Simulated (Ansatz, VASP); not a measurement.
## Two plane-wave programs on SnTe

```xyz
2
Lattice="0.0000 3.6820 3.6820 3.6820 0.0000 3.6820 3.6820 3.6820 0.0000" Properties=species:S:1:pos:R:3 pbc="T T T"
Te    1.8410    1.8410    1.8410
Sn    0.0000    0.0000    0.0000
```

Alike in both runs: task single point; functional r2SCAN; k mesh 7 × 7 × 7; occupations fermi-dirac, width 0.05 eV; no spin polarisation.

|  | VASP | Ansatz |
| --- | --- | --- |
| version | VASP 6.6.1 | Ansatz 0.2.0 |
| potentials or method | VASP PAW PBE potentials, release 64 (Te, Sn_d) | Ansatz PAW |
| plane-wave cutoff (eV) | 520 | 500 |
| valence electrons in the cell | 20 | 30 |

|  | VASP | Ansatz | Ansatz less VASP |
| --- | --- | --- | --- |
| gap on the k mesh at the Fermi level (eV) | 0.54 | 0.54 | +0.002 |
| least direct gap on the mesh (eV) | 0.99 | 0.99 | +0.002 |
| pressure (GPa) | -1.9 | -1.8 | +0.01 |

VASP's potentials were made for PBE, not for r2SCAN. The functional is the same, so the differences come from potentials, cutoffs and numerics. VASP's potentials hold 20 valence electrons a cell and Ansatz's 30, so a difference there can come from the potentials and not from the codes.

Spin-orbit coupling is off throughout. Noted on Ansatz's run: odd divisions of the mesh miss points on the zone boundary, where band edges often lie, so the gap on the mesh can be too wide.
